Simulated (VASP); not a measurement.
# CoO (R3m) in VASP: single point with LDA

Aim: the single point of CoO with LDA.

Everything below comes from runs of VASP 6.6.1. Logs are shortened: lines on timing, memory, paths and dates and some standing lists are left out, and cuts for length are marked.

## 1. The cell of the first run

It takes space group R3m (No. 160, trigonal). Conventional cell: a = 3.204 Å, b = 3.204 Å, c = 7.699 Å, α = 90.00°, β = 90.00°, γ = 120.00°. Co (site symmetry 3m) has 4 O at 1.91 to 1.96 Å within 2.5 Å. Within 2.5 Å of O (site symmetry 3m) lie 4 Co at 1.91 to 1.96 Å.

## 2. Single point, LDA, collinear spin, antiferromagnetic start

INCAR reads:

```
PREC = Accurate
ENCUT = 520
EDIFF = 1E-6
ISMEAR = 0
SIGMA = 0.02
LREAL = F
LASPH = T
NELM = 150
ALGO = Normal
ISIF = 2
LWAVE = F
LCHARG = F
ISPIN = 2
MAGMOM = -2.51 2.51 -0.13 0.13
LORBIT = 11
LMAXMIX = 4
NBANDS = 27
```

KPOINTS reads:

```
regular mesh
0
Gamma
  12 12 12
```

POSCAR reads:

```
CoO
1.0
    1.6022198417      0.9250420569      5.1329417806
   -1.6022198417      0.9250420569      5.1329417806
    0.0000000000     -1.8500841138      5.1329417806
Co O
2 2
Direct
    0.9994877300      0.9994877300      0.9994877300
    0.4994905900      0.4994905900      0.4994905900
    0.3754955300      0.3754955300      0.3754955300
    0.8755255000      0.8755255000      0.8755255000
```

Potentials or basis: VASP PAW LDA potentials, release 64 (Co, O).

Command:

```
> cat potpaw_LDA.64/Co/POTCAR potpaw_LDA.64/O/POTCAR > POTCAR
> mpirun -np 1 vasp_std > vasp.out
```

OUTCAR:

```text
PREC = Accurate
   ENCUT = 520
   EDIFF = 1E-6
   ISMEAR = 0
   LREAL = F
   LASPH = T
   NELM = 150
   ISIF = 2
   ISPIN = 2
   LORBIT = 11

 ion  position               nearest neighbor table
   1  0.999  0.999  0.999-   4 1.91   3 1.96   3 1.96   3 1.96
   2  0.499  0.499  0.499-   3 1.91   4 1.96   4 1.96   4 1.96
   3  0.375  0.375  0.375-   2 1.91   1 1.96   1 1.96   1 1.96
   4  0.876  0.876  0.876-   1 1.91   2 1.96   2 1.96   2 1.96

  LATTYP: Found a trigonal (rhomboedric) cell.
 ALAT       =     5.4561802162
 COS(alpha) =     0.8275366594

  Lattice vectors:

 A1 = (   1.6022198417,   0.9250420569,   5.1329417806)
 A2 = (  -1.6022198417,   0.9250420569,   5.1329417806)
 A3 = (   0.0000000000,  -1.8500841138,   5.1329417806)

Analysis of symmetry for initial positions (statically):
=====================================================================
 Subroutine PRICEL returns:
 Original cell was already a primitive cell.

 Routine SETGRP: Setting up the symmetry group for a
 trigonal (rhombohedral) supercell.

 Subroutine GETGRP returns: Found  6 space group operations
 (whereof  6 operations were pure point group operations)
 out of a pool of 12 trial point group operations.

The static configuration has the point symmetry C_3v.

Analysis of symmetry for dynamics (positions and initial velocities):
=====================================================================
 Subroutine PRICEL returns:
 Original cell was already a primitive cell.

 Routine SETGRP: Setting up the symmetry group for a
 trigonal (rhombohedral) supercell.

 Subroutine GETGRP returns: Found  6 space group operations
 (whereof  6 operations were pure point group operations)
 out of a pool of 12 trial point group operations.

The dynamic configuration has the point symmetry C_3v.

Analysis of structural, dynamic, and magnetic symmetry:
=====================================================================
 Subroutine PRICEL returns:
 Original cell was already a primitive cell.

 Routine SETGRP: Setting up the symmetry group for a
 trigonal (rhombohedral) supercell.

 Subroutine GETGRP returns: Found  6 space group operations
 (whereof  6 operations were pure point group operations)
 out of a pool of 12 trial point group operations.

The overall configuration has the point symmetry C_3v.

 Subroutine INISYM returns: Found  6 space group operations
 (whereof  6 operations are pure point group operations),
 and found     1 'primitive' translations

----------------------------------------------------------------------------------------

                                     Primitive cell

  volume of cell :      45.6458

  direct lattice vectors                    reciprocal lattice vectors
     1.602219842  0.925042057  5.132941781     0.312067038  0.180171988  0.064940018
    -1.602219842  0.925042057  5.132941781    -0.312067038  0.180171988  0.064940018
     0.000000000 -1.850084114  5.132941781     0.000000000 -0.360343977  0.064940018

  length of vectors
     5.456180216  5.456180216  5.456180216     0.366148860  0.366148860  0.366148860

  position of ions in fractional coordinates (direct lattice)
     0.999487730  0.999487730  0.999487730
     0.499490590  0.499490590  0.499490590
     0.375495530  0.375495530  0.375495530
     0.875525500  0.875525500  0.875525500

  ion indices of the primitive-cell ions
   primitive index   ion index
                 1           1
                 2           2
                 3           3
                 4           4

----------------------------------------------------------------------------------------

 KPOINTS: regular mesh

Automatic generation of k-mesh.
 Grid dimensions read from file:
 generate k-points for:   12   12   12

 Generating k-lattice:

  Cartesian coordinates                     Fractional coordinates (reciprocal lattice)
     0.026005586  0.015014332  0.005411668     0.083333333 -0.000000000  0.000000000
    -0.026005586  0.015014332  0.005411668    -0.000000000  0.083333333  0.000000000
     0.000000000 -0.030028665  0.005411668     0.000000000  0.000000000  0.083333333

  Length of vectors
     0.030512405  0.030512405  0.030512405

  Shift w.r.t. Gamma in fractional coordinates (k-lattice)
     0.000000000  0.000000000  0.000000000

 Subroutine IBZKPT returns following result:
 ===========================================

 Found    189 irreducible k-points:

 Following reciprocal coordinates:
            Coordinates               Weight
  0.000000  0.000000  0.000000      1.000000
  0.083333  0.000000  0.000000      6.000000
  0.166667  0.000000  0.000000      6.000000
  0.250000 -0.000000  0.000000      6.000000
  0.333333  0.000000  0.000000      6.000000
  0.416667  0.000000  0.000000      6.000000
[... 16 lines left out ...]
  0.500000  0.166667  0.000000     12.000000
 -0.416667  0.166667  0.000000     12.000000
 [... further k-points ...]
   k-points           NKPTS =    189   k-points in BZ     NKDIM =    189   number of bands    NBANDS=     27
   number of dos      NEDOS =    301   number of ions     NIONS =      4
   total plane-waves  NPLWV =  74088
   dimension x,y,z NGX =    42 NGY =   42 NGZ =   42
   dimension x,y,z NGXF=    84 NGYF=   84 NGZF=   84
   ions per type =               2   2
   NGX,Y,Z   is equivalent  to a cutoff of  12.80, 12.80, 12.80 a.u.
   NGXF,Y,Z  is equivalent  to a cutoff of  25.59, 25.59, 25.59 a.u.
 SYSTEM =  unknown system
   PREC   = accura    normal or accurate (medium, high low for compatibility)
   ISTART =      0    job   : 0-new  1-cont  2-samecut
   ICHARG =      2    charge: 1-file 2-atom 10-const
   ISPIN  =      2    spin polarized calculation?
   LNONCOLLINEAR =      F non collinear calculations
   LSORBIT =      F    spin-orbit coupling
   LASPH  =      T    aspherical Exc in radial PAW
   ENCUT  =  520.0 eV  38.22 Ry    6.18 a.u.  10.14 10.14 10.14*2*pi/ulx,y,z
   NELM   =    150;   NELMIN=  2; NELMDL= -5     # of ELM steps
   EDIFF  = 0.1E-05   stopping-criterion for ELM
   LREAL  =      F    real-space projection
   EDIFFG = 0.1E-04   stopping-criterion for IOM
   NSW    =      0    number of steps for IOM
   IBRION =     -1    ionic relax: 0-MD 1-quasi-New 2-CG
   NFREE  =      0    steps in history (QN), initial steepest desc. (CG)
   ISIF   =      2    stress and relaxation
   ISYM   =      2    0-nonsym 1-usesym 2-fastsym
   POTIM  = 0.5000    time-step for ionic-motion
   TEBEG  =    0.0;   TEEND  =   0.0 temperature during run
   PSTRESS=    0.0 pullay stress
   NELECT =      30.0000    total number of electrons
   NUPDOWN=      -1.0000    fix difference up-down
   EMIN   =  10.00;   EMAX   =-10.00  energy-range for DOS
   EFERMI =   0.00;   METHOD = LEGACY
   ISMEAR =     0;   SIGMA  =   0.02  broadening in eV -4-tet -1-fermi 0-gaus
   EFERMI_NEDOS =   21; number of points for ismear=-14 and -15
   IALGO  =     38    algorithm
   IMIX   =      4    mixing-type and parameters
     AMIX     =   0.40;   BMIX     =  1.00
     AMIX_MAG =   1.60;   BMIX_MAG =  1.00
  volume/ion in A,a.u.               =      11.41        77.01
  Fermi-wavevector in a.u.,A,eV,Ry     =   1.423360  2.689761 27.564786  2.025955
  Thomas-Fermi vector in A             =   2.543966
   LORBIT       =     11    0 simple, 1 ext, 2 COOP (PROOUT), +10 PAW based schemes
   GGA     = CA    functional components
   LHFCALC =     F    Hartree Fock is set to
   AEXX    =    0.0000 exact exchange contribution
   IVDW    =     0    specifies the selected vdW correction
   LEPSILON=     F    determine dielectric tensor
   LRPA    =     F    only Hartree local field effects (RPA)
 spin polarized calculation
 Gauss-broadening in eV      SIGMA  =   0.02
  energy-cutoff  :      520.00
  volume of cell :       45.65
 maximum number of plane-waves:      1248
 NGX is ok and might be reduce to    42
   NGX = 21   NGY = 21   NGZ = 21

 number of electron      30.0000005 magnetization      -0.0014812

 number of electron      30.0000005 magnetization       0.0012079

 Free energy of the ion-electron system (eV)
  ---------------------------------------------------
  ext. energy  EPLUGINS =         0.00000000
  ---------------------------------------------------
  free energy    TOTEN  =       -30.01545003 eV

  energy without entropy =      -30.01449470  energy(sigma->0) =      -30.01497237

 E-fermi :   5.8505     XC(G=0): -11.7384

 val. band max:        5.8488553436   @ k =  -0.0833   0.5000   0.0833
 cond. band min:       5.8505757071   @ k =  -0.3333  -0.4167   0.0833
 fundamental gap:      0.0017203635
 Fermi energy:         5.8504933976

 spin component 1

 k-point     1 :       0.0000    0.0000    0.0000
  band No.  band energies     occupation
      1     -13.9674      1.00000
      2     -13.2298      1.00000
      3      -1.1885      1.00000
      4      -0.1575      1.00000
      5      -0.1575      1.00000
      6      -0.1217      1.00000
[... 19 lines left out ...]
     26      20.3012      0.00000
     27      22.9673      0.00000

 k-point     2 :       0.0833    0.0000    0.0000
  band No.  band energies     occupation
      1     -13.9295      1.00000
      2     -13.2148      1.00000
      3      -1.1229      1.00000
      4      -0.2543      1.00000
      5      -0.1345      1.00000
      6      -0.1012      1.00000
[... 19 lines left out ...]
     26      20.3223      0.00000
     27      23.6403      0.00000

 k-point     3 :       0.1667    0.0000    0.0000
  band No.  band energies     occupation
      1     -13.8232      1.00000
      2     -13.1749      1.00000
      3      -0.9424      1.00000
      4      -0.4910      1.00000
      5      -0.0704      1.00000
      6      -0.0509      1.00000
[... 594 lines left out ...]
      1     -13.3252      1.00000
      2     -13.0535      1.00000
      3      -0.9509      1.00000
      4      -0.6002      1.00000
      5      -0.1864      1.00000
      6       0.0325      1.00000
[... 19 lines left out ...]
     26      19.4558      0.00000
     27      22.8726      0.00000

 k-point    24 :      -0.4167    0.1667    0.0000
  band No.  band energies     occupation
      1     -13.2897      1.00000
      2     -13.0400      1.00000
      3      -0.8925      1.00000
      4      -0.6408      1.00000
      5      -0.1718      1.00000
      6       0.0000      1.00000
[... 19 lines left out ...]
     26      19.3381      0.00000
     27      23.3194      0.00000

 [... further k-points ...]

 spin component 2

 k-point     1 :       0.0000    0.0000    0.0000
  band No.  band energies     occupation
      1     -13.9674      1.00000
      2     -13.2297      1.00000
      3      -1.1882      1.00000
      4      -0.1581      1.00000
      5      -0.1581      1.00000
      6      -0.1219      1.00000
[... 19 lines left out ...]
     26      20.3012      0.00000
     27      22.9675      0.00000

 k-point     2 :       0.0833    0.0000    0.0000
  band No.  band energies     occupation
      1     -13.9295      1.00000
      2     -13.2147      1.00000
      3      -1.1227      1.00000
      4      -0.2548      1.00000
      5      -0.1350      1.00000
      6      -0.1014      1.00000
[... 19 lines left out ...]
     26      20.3223      0.00000
     27      23.6405      0.00000

 k-point     3 :       0.1667    0.0000    0.0000
  band No.  band energies     occupation
      1     -13.8232      1.00000
      2     -13.1748      1.00000
      3      -0.9422      1.00000
      4      -0.4914      1.00000
      5      -0.0708      1.00000
      6      -0.0511      1.00000
[... 594 lines left out ...]
      1     -13.3251      1.00000
      2     -13.0534      1.00000
      3      -0.9509      1.00000
      4      -0.6002      1.00000
      5      -0.1864      1.00000
      6       0.0329      1.00000
[... 19 lines left out ...]
     26      19.4556      0.00000
     27      22.8727      0.00000

 k-point    24 :      -0.4167    0.1667    0.0000
  band No.  band energies     occupation
      1     -13.2897      1.00000
      2     -13.0399      1.00000
      3      -0.8925      1.00000
      4      -0.6409      1.00000
      5      -0.1718      1.00000
      6       0.0005      1.00000
[... 19 lines left out ...]
     26      19.3379      0.00000
     27      23.3195      0.00000

 [... further k-points ...]
[... 5 lines left out ...]
  --------------------------------------------------------------------------------------
  -------------------------------------------------------------------------------------
  Total       -5.2975417     -5.2975417     -5.4863528      0.0000000     -0.0000000      0.0000000
  in kB     -185.9446940   -185.9446940   -192.5719999      0.0000000     -0.0000000      0.0000000
  external PRESSURE =    -188.1537960 kB  Pullay stress =       0.0000000 kB

 VOLUME and BASIS-vectors are now :
 -----------------------------------------------------------------------------
  energy-cutoff  :      520.00
  volume of cell :       45.65
      direct lattice vectors                 reciprocal lattice vectors
     1.602219842  0.925042057  5.132941781     0.312067038  0.180171988  0.064940018
    -1.602219842  0.925042057  5.132941781    -0.312067038  0.180171988  0.064940018
     0.000000000 -1.850084114  5.132941781     0.000000000 -0.360343977  0.064940018

 POSITION                                       TOTAL-FORCE (eV/Angst)
 -----------------------------------------------------------------------------------
      0.00000      0.00000     15.39094         0.000000      0.000000     -0.034027
      0.00000      0.00000      7.69157         0.000000     -0.000000     -0.036931
      0.00000      0.00000      5.78219         0.000000     -0.000000      0.038156
      0.00000      0.00000     13.48206         0.000000     -0.000000      0.032802
 -----------------------------------------------------------------------------------
    total drift:                                0.000000     -0.000000     -0.000137

  FREE ENERGIE OF THE ION-ELECTRON SYSTEM (eV)
  ---------------------------------------------------
  free  energy   TOTEN  =       -30.0154500299 eV

  energy  without entropy=      -30.0144947021  energy(sigma->0) =      -30.01497237

 total charge

# of ion       s       p       d       tot
------------------------------------------
    1        0.347   0.447   7.250   8.045
    2        0.347   0.447   7.250   8.044
    3        1.543   3.392   0.000   4.935
    4        1.543   3.392   0.000   4.935
--------------------------------------------------
tot          3.779   7.679  14.501  25.959

 magnetization (x)

# of ion       s       p       d       tot
------------------------------------------
    1       -0.006  -0.037  -1.936  -1.979
    2        0.006   0.037   1.936   1.980
    3       -0.010  -0.130   0.000  -0.140
    4        0.010   0.130   0.000   0.140
--------------------------------------------------
tot         -0.000   0.000   0.000   0.001
```

Wall time 13 min (1 thread of Intel Xeon Platinum 8559C (Emerald Rapids), shared host); peak memory 0.45 GiB.

What came out:

- Free energy: -30.0155 eV
- Pressure: -18.8 GPa
- Largest force: 0.038 eV/Å
- Band gap on the k mesh: zero (filled and empty bands overlap)
- Net moment: 0.00 μB per cell
- Site moments: Co -1.98, +1.98; O -0.14, +0.14 μB
- Valence electrons inside the program's atomic spheres: Co 8.04; O 4.93

Forces in eV/Å, atoms in the order of the input:
```
Co   0.000  0.000 -0.034
Co   0.000  0.000 -0.037
O    0.000  0.000  0.038
O    0.000  0.000  0.033
```

Caveat: semilocal functionals often make such compounds metallic where correlation or magnetic order opens a gap, which also shifts bond lengths. With open d or f shells a metallic result of LDA can be an artefact of self-interaction; +U or a hybrid may open a gap.
